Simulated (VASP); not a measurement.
# WS2 in VASP: further runs

The runs below take WS2 through single point, with PBEsol.

All numbers are computed with VASP 6.6.1; they aren't measurements. Logs are shortened: lines on timing, memory, paths and dates and some standing lists are left out, and cuts for length are marked.

## (1) The cell of the first run

The cell holds a slab with vacuum, 3 atoms: a = 3.146 Å, b = 3.146 Å, c = 16.953 Å, α = 90.00°, β = 90.00°, γ = 120.00°.

## (2) Single point, PBEsol

The input, INCAR:

```
SYSTEM = WS2
PREC = Accurate
ENCUT = 520
EDIFF = 1E-6
ISMEAR = 0
SIGMA = 0.05
LREAL = .FALSE.
LASPH = .TRUE.
NELM = 60
ALGO = Normal
ISIF = 2
LWAVE = .FALSE.
LCHARG = .FALSE.
GGA = PS
NBANDS = 20
```

The input, KPOINTS:

```
Automatic mesh
0
G
  12 12 2
  0 0 0
```

The input, POSCAR:

```
WS2
1.0
    3.1457762098      0.0000000000      0.0000000000
   -1.5728881049      2.7243221123      0.0000000000
    0.0000000000      0.0000000000     16.9534209708
W S
1 2
Direct
    0.3333333333      0.6666666667      0.0000000000
    0.6666666667      0.3333333333      0.9127373482
    0.6666666667      0.3333333333      0.0975850522
```

Potentials or basis: VASP PAW PBE potentials, release 64 (W_sv, S).

Run with:

```
$ cat potpaw_PBE.64/W_sv/POTCAR potpaw_PBE.64/S/POTCAR > POTCAR
$ mpirun -np 1 vasp_std > vasp.out
```

OUTCAR:

```text
SYSTEM = WS2
   PREC = Accurate
   ENCUT = 520
   EDIFF = 1E-6
   ISMEAR = 0
   LREAL = .FALSE.
   LASPH = .TRUE.
   NELM = 60
   ISIF = 2
   GGA = PS

 ion  position               nearest neighbor table
   1  0.333  0.667  0.000-   2 2.34   2 2.34   2 2.34   3 2.46   3 2.46   3 2.46
   2  0.667  0.333  0.913-   1 2.34   1 2.34   1 2.34
   3  0.667  0.333  0.098-   1 2.46   1 2.46   1 2.46

  LATTYP: Found a hexagonal cell.
 ALAT       =     3.1457762098
 C/A-ratio  =     5.3892647919

  Lattice vectors:

 A1 = (   3.1457762098,   0.0000000000,   0.0000000000)
 A2 = (  -1.5728881049,   2.7243221123,   0.0000000000)
 A3 = (   0.0000000000,   0.0000000000,  16.9534209708)

Analysis of symmetry for initial positions (statically):
=====================================================================
 Subroutine PRICEL returns:
 Original cell was already a primitive cell.

 Routine SETGRP: Setting up the symmetry group for a
 hexagonal supercell.

 Subroutine GETGRP returns: Found  6 space group operations
 (whereof  6 operations were pure point group operations)
 out of a pool of 24 trial point group operations.

The static configuration has the point symmetry C_3v.

Analysis of symmetry for dynamics (positions and initial velocities):
=====================================================================
 Subroutine PRICEL returns:
 Original cell was already a primitive cell.

 Routine SETGRP: Setting up the symmetry group for a
 hexagonal supercell.

 Subroutine GETGRP returns: Found  6 space group operations
 (whereof  6 operations were pure point group operations)
 out of a pool of 24 trial point group operations.

The dynamic configuration has the point symmetry C_3v.

 Subroutine INISYM returns: Found  6 space group operations
 (whereof  6 operations are pure point group operations),
 and found     1 'primitive' translations

----------------------------------------------------------------------------------------

                                     Primitive cell

  volume of cell :     145.2926

  direct lattice vectors                    reciprocal lattice vectors
     3.145776210  0.000000000  0.000000000     0.317886567  0.183531895  0.000000000
    -1.572888105  2.724322112  0.000000000     0.000000000  0.367063790  0.000000000
[... 77 lines left out ...]
 SYSTEM =  WS2
   PREC   = accura    normal or accurate (medium, high low for compatibility)
   ISTART =      0    job   : 0-new  1-cont  2-samecut
   ICHARG =      2    charge: 1-file 2-atom 10-const
   ISPIN  =      1    spin polarized calculation?
   LNONCOLLINEAR =      F non collinear calculations
   LSORBIT =      F    spin-orbit coupling
   LASPH  =      T    aspherical Exc in radial PAW
   ENCUT  =  520.0 eV  38.22 Ry    6.18 a.u.   5.85  5.85 31.52*2*pi/ulx,y,z
   NELM   =     60;   NELMIN=  2; NELMDL= -5     # of ELM steps
   EDIFF  = 0.1E-05   stopping-criterion for ELM
   LREAL  =      F    real-space projection
   EDIFFG = 0.1E-04   stopping-criterion for IOM
   NSW    =      0    number of steps for IOM
   IBRION =     -1    ionic relax: 0-MD 1-quasi-New 2-CG
   NFREE  =      0    steps in history (QN), initial steepest desc. (CG)
   ISIF   =      2    stress and relaxation
   ISYM   =      2    0-nonsym 1-usesym 2-fastsym
   POTIM  = 0.5000    time-step for ionic-motion
   TEBEG  =    0.0;   TEEND  =   0.0 temperature during run
   PSTRESS=    0.0 pullay stress
   NELECT =      26.0000    total number of electrons
   NUPDOWN=      -1.0000    fix difference up-down
   EMIN   =  10.00;   EMAX   =-10.00  energy-range for DOS
   EFERMI =   0.00;   METHOD = LEGACY
   ISMEAR =     0;   SIGMA  =   0.05  broadening in eV -4-tet -1-fermi 0-gaus
   EFERMI_NEDOS =   21; number of points for ismear=-14 and -15
   IALGO  =     38    algorithm
   IMIX   =      4    mixing-type and parameters
     AMIX     =   0.40;   BMIX     =  1.00
     AMIX_MAG =   1.60;   BMIX_MAG =  1.00
  volume/ion in A,a.u.               =      48.43       326.83
  Fermi-wavevector in a.u.,A,eV,Ry     =   0.922539  1.743346 11.579622  0.851078
  Thomas-Fermi vector in A             =   2.048077
   LORBIT       =      0    0 simple, 1 ext, 2 COOP (PROOUT), +10 PAW based schemes
   GGA     = PS    functional components
   LHFCALC =     F    Hartree Fock is set to
   AEXX    =    0.0000 exact exchange contribution
   IVDW    =     0    specifies the selected vdW correction
   LEPSILON=     F    determine dielectric tensor
   LRPA    =     F    only Hartree local field effects (RPA)
 non-spin polarized calculation
 Gauss-broadening in eV      SIGMA  =   0.05
  energy-cutoff  :      520.00
  volume of cell :      145.29
 maximum number of plane-waves:      3942
 NGX is ok and might be reduce to    24
   NGX = 11   NGY = 11   NGZ = 63

 number of electron      25.9999997 magnetization

 Free energy of the ion-electron system (eV)
  ---------------------------------------------------
  ext. energy  EPLUGINS =         0.00000000
  ---------------------------------------------------
  free energy    TOTEN  =       -25.12081326 eV

  energy without entropy =      -25.12081326  energy(sigma->0) =      -25.12081326

 E-fermi :  -0.9391     XC(G=0):  -4.6020

 val. band max:       -1.1675772423   @ k =   0.0000   0.0000   0.0000
 cond. band min:       0.7442435177   @ k =   0.3333   0.3333   0.0000
 fundamental gap:      1.9118207600
 Fermi energy:        -0.9390623865

 k-point     1 :       0.0000    0.0000    0.0000
  band No.  band energies     occupation
      1     -75.0538      2.00000
      2     -39.3366      2.00000
      3     -39.1432      2.00000
      4     -39.1432      2.00000
      5     -16.0584      2.00000
      6     -14.3364      2.00000
[... 541 lines left out ...]
     19       6.0936      0.00000
     20       6.3223      0.00000

 [... further k-points ...]
[... 5 lines left out ...]
  --------------------------------------------------------------------------------------
  -------------------------------------------------------------------------------------
  Total        0.3362179      0.3362179      0.2197849      0.0000000      0.0000000      0.0000000
  in kB        3.7075564      3.7075564      2.4236219      0.0000000      0.0000000      0.0000000
  external PRESSURE =       3.2795782 kB  Pullay stress =       0.0000000 kB

 VOLUME and BASIS-vectors are now :
 -----------------------------------------------------------------------------
  energy-cutoff  :      520.00
  volume of cell :      145.29
      direct lattice vectors                 reciprocal lattice vectors
     3.145776210  0.000000000  0.000000000     0.317886567  0.183531895  0.000000000
    -1.572888105  2.724322112  0.000000000     0.000000000  0.367063790  0.000000000
     0.000000000  0.000000000 16.953420971     0.000000000  0.000000000  0.058985145

 POSITION                                       TOTAL-FORCE (eV/Angst)
 -----------------------------------------------------------------------------------
     -0.00000      1.81621      0.00000        -0.000000     -0.000000      2.924204
      1.57289      0.90811     15.47402        -0.000000      0.000000     -1.622553
      1.57289      0.90811      1.65440         0.000000      0.000000     -1.301651
 -----------------------------------------------------------------------------------
    total drift:                               -0.000000      0.000000     -0.000148

  FREE ENERGIE OF THE ION-ELECTRON SYSTEM (eV)
  ---------------------------------------------------
  free  energy   TOTEN  =       -25.1208132628 eV

  energy  without entropy=      -25.1208132628  energy(sigma->0) =      -25.12081326
```

stdout:

```text
POSCAR found type information on POSCAR W S
 POSCAR found :  2 types and       3 ions
 scaLAPACK will be used
 -----------------------------------------------------------------------------
|                                                                             |
|                                                                             |
|     You enforced a specific xc type in the INCAR file but a different       |
|     I HOPE YOU KNOW WHAT YOU ARE DOING!                                     |
|                                                                             |
 -----------------------------------------------------------------------------

 LDA part: xc-table for (Slater+PW92), standard interpolation
 POSCAR, INCAR and KPOINTS ok, starting setup
 FFT: planning ... GRIDC
 FFT: planning ... GRID_SOFT
 FFT: planning ... GRID
 WAVECAR not read
 entering main loop
```

Run time: 3.2 min. Hardware: 1 thread of AMD EPYC 7R13 (Zen 3), shared host; peak memory 0.27 GiB.

What came out:

```
Free energy            : -25.1208 eV
Largest force          : 2.924 eV/Å
Band gap on the k mesh : 1.91 eV (least direct gap 1.94 eV)
```

Forces on the atoms (eV/Å):
```
W    0.000  0.000  2.924
S    0.000  0.000 -1.623
S    0.000  0.000 -1.302
```

Levels at points of the mesh, in eV from the valence-band top:
```
           k point  band 10  band 11  band 12  band 13  band 14  band 15  band 16  band 17
(0.00, 0.00, 0.00)    -2.25    -1.46    -1.46     0.00     2.79     2.79     3.44     3.44
(0.50, 0.00, 0.00)    -3.48    -2.18    -1.12    -0.92     3.00     3.37     4.07     4.89
(0.00, 0.00, 0.50)    -2.25    -1.46    -1.46     0.00     2.79     2.79     3.44     3.44
(0.50, 0.00, 0.50)    -3.48    -2.18    -1.12    -0.92     3.00     3.37     4.07     4.89
```

Caveat: the cell differs from its parent crystal (all S atoms moved +0.087 Å, as atom 2 towards its neighbour atom 3 (S) at 3.134 Å); there is no dipole correction, which matters where the two faces differ; the PAW data sets were made with another functional, which shifts forces and pressure a little; spin-orbit coupling is left out, which moves the levels of the heavy elements.

## (3) Single point, PBEsol

The input, INCAR:

```
  PREC = Accurate
  ENCUT = 520
  EDIFF = 1E-6
  ISMEAR = 0
  SIGMA = 0.05
  LREAL = F
  LASPH = T
  NELM = 100
  ALGO = Normal
  ISIF = 2
  LWAVE = F
  LCHARG = F
  GGA = PS
  NBANDS = 20
```

The input, KPOINTS:

```
Automatic mesh
0
Gamma
  12 12 2
```

The input, POSCAR:

```
WS2
1.0
    3.1457762098      0.0000000000      0.0000000000
   -1.5728881049      2.7243221123      0.0000000000
    0.0000000000      0.0000000000     16.9534209708
W S
1 2
Direct
    0.3333333333      0.6666666667      0.0000000000
    0.6666666667      0.3333333333      0.9112627196
    0.6666666667      0.3333333333      0.0961104236
```

Potentials or basis: VASP PAW PBE potentials, release 64 (W_sv, S).

Run with:

```
$ cat potpaw_PBE.64/W_sv/POTCAR potpaw_PBE.64/S/POTCAR > POTCAR
$ mpirun -np 1 vasp_std > vasp.out
```

It took 2.8 min on 1 thread of AMD EPYC 7R13 (Zen 3), shared host; peak memory 0.27 GiB.

It converged, with:

```
Free energy            : -25.1835 eV
Largest force          : 2.094 eV/Å
Band gap on the k mesh : 1.94 eV
```

Forces in eV/Å, atoms in the order of the input:
```
W    0.000  0.000  2.094
S    0.000  0.000 -1.139
S    0.000  0.000 -0.954
```

Levels at points of the mesh, in eV from the valence-band top:
```
           k point  band 11  band 12  band 13  band 14  band 15  band 16
(0.00, 0.00, 0.00)    -1.49    -1.49    -0.05     2.87     2.87     3.35
(0.50, 0.00, 0.00)    -2.17    -1.14    -0.93     3.02     3.41     4.09
(0.00, 0.00, 0.50)    -1.49    -1.49    -0.05     2.87     2.87     3.35
(0.50, 0.00, 0.50)    -2.17    -1.14    -0.93     3.02     3.41     4.09
```

Caveat: the cell differs from its parent crystal (all S atoms moved +0.062 Å, as atom 2 towards its neighbour atom 3 (S) at 3.134 Å); there is no dipole correction, which matters where the two faces differ; the PAW data sets were made with another functional, which shifts forces and pressure a little; spin-orbit coupling is left out, which moves the levels of the heavy elements.
